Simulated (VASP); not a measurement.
# Mg5O (P-62m) in VASP: notebook, part 2 of 2

VASP 6.6.1.

## Step 3: Relaxation of cell and atoms, PBE

Input file INCAR:

```
PREC = Accurate
ENCUT = 600
EDIFF = 1E-6
ISMEAR = 0
SIGMA = 0.1
LREAL = F
LASPH = T
NELM = 60
ALGO = Normal
ISIF = 3
LWAVE = F
LCHARG = F
GGA = PE
IBRION = 2
NSW = 90
EDIFFG = -0.04
```

Input file KPOINTS:

```
Automatic mesh
0
Gamma
  6 6 4
```

Input file POSCAR:

```
Mg5O
1.0
    4.5852991200      0.0000000000      0.0000000000
   -2.2926495600      3.9709855200      0.0000000000
    0.0000000000      0.0000000000      5.6016324600
Mg O
5 1
Direct
    0.6044032200      0.0000000000      0.5000000000
    0.0000000000      0.6044032200      0.5000000000
    0.3955967800      0.3955967800      0.5000000000
    0.0000000000      0.0000000000      0.7472294900
    0.0000000000      0.0000000000      0.2527705100
    0.0000000000      0.0000000000      0.0000000000
```

Potentials or basis: VASP PAW PBE potentials, release 64 (Mg, O).

Launch:

```bash
> cat potpaw_PBE.64/Mg/POTCAR potpaw_PBE.64/O/POTCAR > POTCAR
> mpirun -np 1 vasp_std > vasp.out
```

OUTCAR:

```text
PREC = Accurate
   ENCUT = 600
   EDIFF = 1E-6
   ISMEAR = 0
   LREAL = F
   LASPH = T
   NELM = 60
   ISIF = 3
   GGA = PE
   IBRION = 2
   NSW = 90
   EDIFFG = -0.04

 ion  position               nearest neighbor table
   1  0.604  0.000  0.500-   4 2.28   5 2.28   2 2.44   3 2.44   2 2.44   3 2.44   4 3.10   5 3.10
                             2 3.14   3 3.14
   2  0.000  0.604  0.500-   4 2.28   5 2.28   1 2.44   1 2.44   3 2.44   3 2.44   5 3.10   4 3.10
                             3 3.14   1 3.14
   3  0.396  0.396  0.500-   4 2.28   5 2.28   1 2.44   1 2.44   2 2.44   2 2.44   4 3.10   5 3.10
                             2 3.14   1 3.14
   4  0.000  0.000  0.747-   6 1.42   3 2.28   2 2.28   1 2.28   5 2.77   5 2.83   2 3.10   3 3.10
                             1 3.10
   5  0.000  0.000  0.253-   6 1.42   3 2.28   2 2.28   1 2.28   4 2.77   4 2.83   2 3.10   3 3.10
                             1 3.10
   6  0.000  0.000  0.000-   4 1.42   5 1.42

  LATTYP: Found a hexagonal cell.
 ALAT       =     4.5852991200
[... 368 lines left out ...]
      8      -0.1224      1.93481
      9      -0.1224      1.93480
     10       0.2133      0.00368
     11       0.8268      0.00000
     12       0.8268      0.00000
[... 337 lines left out ...]
--------------------------------------- Ionic step       38  -------------------------------------------

 number of electron      16.0000007 magnetization

 Free energy of the ion-electron system (eV)
  ---------------------------------------------------
  ext. energy  EPLUGINS =         0.00000000
  ---------------------------------------------------
  free energy    TOTEN  =       -13.30745188 eV

  energy without entropy =      -13.29546599  energy(sigma->0) =      -13.30145894

 E-fermi :  -0.0126     XC(G=0):  -6.5375

 val. band max:       -0.0275050441   @ k =   0.3333   0.1667   0.5000
 cond. band min:       0.0174948111   @ k =   0.3333  -0.0000   0.0000
 fundamental gap:      0.0449998551
 Fermi energy:        -0.0125926076

 k-point     1 :       0.0000    0.0000    0.0000
  band No.  band energies     occupation
      1     -16.3049      2.00000
      2      -5.6062      2.00000
      3      -3.3901      2.00000
      4      -1.7231      2.00000
      5      -1.7231      2.00000
      6      -0.4180      2.00000
      7      -0.4058      2.00000
      8      -0.1356      1.91819
      9      -0.1356      1.91819
     10       0.2004      0.00260
     11       0.8114      0.00000
     12       0.8114      0.00000
[... 331 lines left out ...]
  FREE ENERGIE OF THE ION-ELECTRON SYSTEM (eV)
  ---------------------------------------------------
  free  energy   TOTEN  =       -13.3074518822 eV

  energy  without entropy=      -13.2954659901  energy(sigma->0) =      -13.30145894

 reached required accuracy - stopping structural energy minimisation
```

Run time: 9.9 min. Hardware: 1 thread of Intel Xeon 6975P-C (Granite Rapids), shared host; peak memory 0.29 GiB.

Results:

* Free energy: -13.3075 eV
* Relaxed volume: 32.77 Å³/atom
* Relaxed cell: a = 5.838 Å, b = 5.838 Å, c = 6.662 Å, α = 90.00°, β = 90.00°, γ = 120.00°
* Space group after relaxing (to 0.1 Å): P6/mmm (No. 191)
* Energy gained by relaxing: 2450.8 meV/atom
* Ionic steps: 38
* Pressure after relaxing: 0.0 GPa
* Largest force after relaxing: 0.023 eV/Å
* Band gap on the k mesh: zero (bands 8 and 9 overlap by 1.63 eV)

Forces on the atoms (eV/Å):
```
Mg   0.003  0.000  0.000
Mg  -0.002  0.003  0.000
Mg  -0.002 -0.003  0.000
Mg   0.000  0.000  0.023
Mg   0.000  0.000 -0.023
O    0.000  0.000  0.000
```

Stress tensor (GPa, compression positive):
```
 0.02  0.00  0.00
 0.00  0.02  0.00
 0.00  0.00 -0.07
```

The path:
```tsv
step	energy change (eV)	largest force (eV/Å)	pressure (GPa)	volume (Å³)
1	0.0000	16.4286	72.56	102.00
2	-3.0851	8.4967	3.92	254.11
3	-3.6494	8.0718	4.87	240.34
4	-4.0223	7.8570	5.64	230.13
5	-5.2665	8.4930	11.57	178.44
6	-9.1372	1.8980	-4.78	272.89
7	-9.3664	2.5180	-2.94	247.78
8	-11.2736	3.2938	-2.62	224.61
9	-9.9291	13.1623	20.73	155.51
10	-11.6953	4.2300	-1.40	210.64
11	-13.7319	3.5929	1.64	183.03
12	-13.6255	0.8096	6.60	169.26
13	-13.8602	2.6485	3.39	176.77
14	-13.8534	2.2431	4.02	174.99
15	-13.0191	7.6467	7.34	185.52
16	-14.0886	0.6178	4.25	178.64
17	-14.5395	0.6049	-1.27	205.25
18	-14.5437	0.5039	-0.82	202.35
19	-14.6091	0.2780	-0.45	200.51
20	-14.6537	0.5735	0.39	197.27
21	-14.6755	0.1375	0.05	197.49
22	-14.6757	0.1412	0.07	197.47
23	-14.6796	0.1358	-0.01	197.78
24	-14.6874	0.1186	-0.26	198.69
25	-14.6866	0.2941	-0.69	200.50
26	-14.6896	0.1698	-0.47	199.54
27	-14.6922	0.1210	-0.39	199.15
28	-14.6962	0.0782	-0.15	197.96
29	-14.6963	0.0741	-0.09	197.69
30	-14.6980	0.0680	-0.05	197.22
31	-14.7001	0.0563	0.01	196.36
32	-14.7000	0.1659	0.16	194.63
33	-14.7007	0.0957	0.07	195.52
34	-14.7016	0.0749	0.09	195.58
35	-14.7035	0.0220	0.11	195.75
36	-14.7037	0.1256	0.17	196.08
37	-14.7042	0.0653	0.14	195.93
38	-14.7046	0.0234	-0.01	196.62
```

Final structure:
```
Mg O
1.0
     5.83764    0.00000    0.00000
    -2.91882    5.05554    0.00000
     0.00000    0.00000    6.66237
Mg O
5 1
Direct
  0.49966 0.00000 0.50000
  0.00000 0.49966 0.50000
  0.50034 0.50034 0.50000
  0.00000 0.00000 0.72822
  0.00000 0.00000 0.27178
  0.00000 0.00000 0.00000
```

Levels at points of the mesh, in eV from the Fermi level:
| k point | band 4 | band 5 | band 6 | band 7 | band 8 | band 9 | band 10 | band 11 | band 12 |
| --- | --- | --- | --- | --- | --- | --- | --- | --- | --- |
| (0.00, 0.00, 0.00) | -1.71 | -1.71 | -0.41 | -0.39 | -0.12 | -0.12 | 0.21 | 0.82 | 0.82 |
| (0.50, 0.00, 0.00) | -3.29 | -1.91 | -1.56 | -1.40 | -0.85 | 0.46 | 0.92 | 2.82 | 3.55 |
| (0.00, 0.00, 0.50) | -1.61 | -1.61 | -1.30 | -0.37 | -0.35 | -0.35 | 0.38 | 0.89 | 0.89 |
| (0.50, 0.00, 0.50) | -2.74 | -1.86 | -1.65 | -1.25 | -1.24 | 0.09 | 0.61 | 2.98 | 3.16 |

Caveat: the volume moved by over 15 % at a fixed basis, so the end points are rough.

## Step 4: Single point, PBE, collinear spin, ferromagnetic start

Input file INCAR:

```
  PREC = Accurate
  ENCUT = 520
  EDIFF = 1E-6
  ISMEAR = 0
  SIGMA = 0.1
  LREAL = False
  LASPH = True
  NELM = 150
  ALGO = Normal
  ISIF = 2
  LWAVE = False
  LCHARG = False
  ISPIN = 2
  MAGMOM = 0 0 0 0 0 1
  LORBIT = 11
  GGA = PE
  NBANDS = 21
```

KPOINTS is that of step 3.

POSCAR is that of step 3.

Potentials or basis: VASP PAW PBE potentials, release 64 (Mg, O).

Launch:

```bash
> cat potpaw_PBE.64/Mg/POTCAR potpaw_PBE.64/O/POTCAR > POTCAR
> mpirun -np 1 vasp_std > vasp.out
```

OUTCAR:

```text
PREC = Accurate
   ENCUT = 520
   EDIFF = 1E-6
   ISMEAR = 0
   LREAL = False
   LASPH = True
   NELM = 150
   ISIF = 2
   ISPIN = 2
   LORBIT = 11
   GGA = PE

 ion  position               nearest neighbor table
   1  0.604  0.000  0.500-   4 2.28   5 2.28   2 2.44   3 2.44   2 2.44   3 2.44   4 3.10   5 3.10
                             2 3.14   3 3.14
   2  0.000  0.604  0.500-   4 2.28   5 2.28   1 2.44   1 2.44   3 2.44   3 2.44   5 3.10   4 3.10
                             3 3.14   1 3.14
   3  0.396  0.396  0.500-   4 2.28   5 2.28   1 2.44   1 2.44   2 2.44   2 2.44   4 3.10   5 3.10
                             2 3.14   1 3.14
   4  0.000  0.000  0.747-   6 1.42   3 2.28   2 2.28   1 2.28   5 2.77   5 2.83   2 3.10   3 3.10
                             1 3.10
   5  0.000  0.000  0.253-   6 1.42   3 2.28   2 2.28   1 2.28   4 2.77   4 2.83   2 3.10   3 3.10
                             1 3.10
   6  0.000  0.000  0.000-   4 1.42   5 1.42

  LATTYP: Found a hexagonal cell.
 ALAT       =     4.5852991200
 C/A-ratio  =     1.2216503904

  Lattice vectors:

 A1 = (   4.5852991200,   0.0000000000,   0.0000000000)
 A2 = (  -2.2926495600,   3.9709855200,   0.0000000000)
 A3 = (   0.0000000000,   0.0000000000,   5.6016324600)

Analysis of symmetry for initial positions (statically):
=====================================================================
 Subroutine PRICEL returns:
 Original cell was already a primitive cell.

 Routine SETGRP: Setting up the symmetry group for a
 hexagonal supercell.

 Subroutine GETGRP returns: Found 12 space group operations
 (whereof 12 operations were pure point group operations)
 out of a pool of 24 trial point group operations.

The static configuration has the point symmetry D_3h.

Analysis of symmetry for dynamics (positions and initial velocities):
=====================================================================
 Subroutine PRICEL returns:
 Original cell was already a primitive cell.

 Routine SETGRP: Setting up the symmetry group for a
 hexagonal supercell.
[... 185 lines left out ...]
      3      -0.8098      1.00000
      4      -0.2829      1.00000
      5      -0.2829      1.00000
      6       2.1052      1.00000
[... 459 lines left out ...]
      6      -0.6739      1.00000
[... 12 lines left out ...]
     19      12.4458      0.00000
     20      12.5295      0.00000
 Fermi energy:         2.8433706580

 spin component 2

 k-point     1 :       0.0000    0.0000    0.0000
  band No.  band energies     occupation
      1     -14.4551      1.00000
      2      -4.7778      1.00000
      3      -0.8096      1.00000
      4      -0.2828      1.00000
      5      -0.2828      1.00000
      6       2.1054      1.00000
[... 459 lines left out ...]
      6      -0.6739      1.00000
[... 12 lines left out ...]
     19      12.4459      0.00000
     20      12.5296      0.00000
 [bands above 20 left out]

------------------------ aborting loop because EDIFF is reached ----------------------------------------

  FORCE on cell =-STRESS in cart. coord.  units (eV):
  Direction    XX          YY          ZZ          XY          YZ          ZX
  --------------------------------------------------------------------------------------
  -------------------------------------------------------------------------------------
  Total       27.3246192     27.3246192     84.0147139      0.0000000      0.0000000      0.0000000
  in kB      429.2241170    429.2241166   1319.7307913      0.0000000      0.0000000      0.0000000
  external PRESSURE =     726.0596749 kB  Pullay stress =       0.0000000 kB

 VOLUME and BASIS-vectors are now :
 -----------------------------------------------------------------------------
  energy-cutoff  :      520.00
  volume of cell :      102.00
      direct lattice vectors                 reciprocal lattice vectors
     4.585299120  0.000000000  0.000000000     0.218088280  0.125913327  0.000000000
    -2.292649560  3.970985520  0.000000000     0.000000000  0.251826655  0.000000000
     0.000000000  0.000000000  5.601632460     0.000000000  0.000000000  0.178519388

 POSITION                                       TOTAL-FORCE (eV/Angst)
 -----------------------------------------------------------------------------------
      2.77137      0.00000      2.80082        -2.481970     -0.000000      0.000000
     -1.38568      2.40008      2.80082         1.240985     -2.149449      0.000000
      0.90696      1.57091      2.80082         1.240985      2.149449     -0.000000
      0.00000      0.00000      4.18570         0.000000     -0.000000    -16.432607
      0.00000      0.00000      1.41593         0.000000      0.000000     16.432607
      0.00000      0.00000      0.00000        -0.000000      0.000000      0.000000
 -----------------------------------------------------------------------------------
    total drift:                               -0.000000     -0.000000     -0.000000

  FREE ENERGIE OF THE ION-ELECTRON SYSTEM (eV)
  ---------------------------------------------------
  free  energy   TOTEN  =         1.4036803073 eV

  energy  without entropy=        1.4236202689  energy(sigma->0) =        1.41365029

 total charge

# of ion       s       p       d       tot
------------------------------------------
    1        0.315   0.264   0.026   0.605
    2        0.315   0.264   0.026   0.605
    3        0.315   0.264   0.026   0.605
    4        0.372   0.434   0.225   1.030
    5        0.372   0.434   0.225   1.030
    6        1.622   3.759   0.000   5.380
--------------------------------------------------
tot          3.309   5.420   0.527   9.256

 magnetization (x)

# of ion       s       p       d       tot
------------------------------------------
    1        0.000   0.000   0.000   0.000
    2        0.000   0.000   0.000   0.000
    3        0.000   0.000   0.000   0.000
    4        0.000   0.000   0.000   0.000
    5        0.000   0.000   0.000   0.000
    6        0.000   0.000   0.000   0.000
--------------------------------------------------
tot          0.000   0.000   0.000   0.000
```

stdout:

```text
POSCAR found type information on POSCAR MgO
 POSCAR found :  2 types and       6 ions
 scaLAPACK will be used
 LDA part: xc-table for (Slater+PW92), standard interpolation
 POSCAR, INCAR and KPOINTS ok, starting setup
 FFT: planning ... GRIDC
 FFT: planning ... GRID_SOFT
 FFT: planning ... GRID
 WAVECAR not read
 entering main loop
```

It took 44 s on 1 thread of Intel Xeon 6975P-C (Granite Rapids), shared host; peak memory 0.29 GiB.

What came out:

| Item | Value |
| --- | --- |
| Free energy | 1.4037 eV |
| Pressure | 72.6 GPa |
| Largest force | 16.433 eV/Å |
| Band gap on the k mesh | zero (filled and empty bands overlap) |
| Net moment | 0.00 μB per cell |
| Valence electrons inside the program's atomic spheres | Mg 0.60, 1.03 (each value once); O 5.38 |

Forces on the atoms (eV/Å):
```
Mg   -2.482   0.000   0.000
Mg    1.241  -2.149   0.000
Mg    1.241   2.149   0.000
Mg    0.000   0.000 -16.433
Mg    0.000   0.000  16.433
O     0.000   0.000   0.000
```

Levels at points of the mesh, in eV from the Fermi level:
Spin up:
| k point | band 4 | band 5 | band 6 | band 7 | band 8 | band 9 | band 10 | band 11 | band 12 | band 13 |
| --- | --- | --- | --- | --- | --- | --- | --- | --- | --- | --- |
| (0.00, 0.00, 0.00) | -3.13 | -3.13 | -0.74 | 0.11 | 0.11 | 0.14 | 0.77 | 2.68 | 3.22 | 3.22 |
| (0.50, 0.00, 0.00) | -3.28 | -3.17 | -3.00 | -1.45 | -0.21 | 0.01 | 1.03 | 3.84 | 4.33 | 4.84 |
| (0.00, 0.00, 0.50) | -3.09 | -2.55 | -2.53 | 0.00 | 0.00 | 0.57 | 0.84 | 3.43 | 3.43 | 5.46 |
| (0.50, 0.00, 0.50) | -3.73 | -3.20 | -2.35 | -1.39 | -0.25 | -0.16 | 0.37 | 3.99 | 4.28 | 5.65 |
Spin down:
```csv
k point,band 4,band 5,band 6,band 7,band 8,band 9,band 10,band 11,band 12,band 13
"(0.00, 0.00, 0.00)",-3.13,-3.13,-0.74,0.11,0.11,0.14,0.77,2.68,3.22,3.22
"(0.50, 0.00, 0.00)",-3.28,-3.17,-3.00,-1.45,-0.21,0.01,1.03,3.84,4.33,4.84
"(0.00, 0.00, 0.50)",-3.09,-2.55,-2.53,0.00,0.00,0.57,0.84,3.43,3.43,5.46
"(0.50, 0.00, 0.50)",-3.73,-3.20,-2.35,-1.39,-0.25,-0.16,0.37,3.99,4.28,5.65
```

Caveat: atoms lie so close that the PAW spheres overlap strongly, which falsifies energies and pressures; the cell stands under pressure; forces of over 1 eV/Å act on the atoms, so gaps and moduli don't describe the material at rest.

## Step 5: Overview

| task | spin | cell | cutoff (eV) | gap on the mesh (eV) | pressure (GPa) | largest force (eV/Å) |
| --- | --- | --- | --- | --- | --- | --- |
| single point | off | as given | 520 | none | 72.6 | 16.43 |
| relaxation of cell and atoms | off | relaxed | 600 | none | 0.0 | 0.02 |
| single point | collinear, ferromagnetic start | as given | 520 | none | 72.6 | 16.43 |

Alike in all rows: level PBE; potentials or basis VASP PAW PBE potentials, release 64 (Mg, O); k mesh 6 × 6 × 4; smearing gaussian 0.1 eV.

Caveats: atoms lie so close that the PAW spheres overlap strongly, which falsifies energies and pressures (at least some runs); the cell stands under pressure (at least some runs); forces of over 1 eV/Å act on the atoms, so gaps and moduli don't describe the material at rest (at least some runs); the volume moved by over 15 % at a fixed basis, so the end points are rough (at least some runs).

Absolute energies hang on the potentials; compare differences alone.
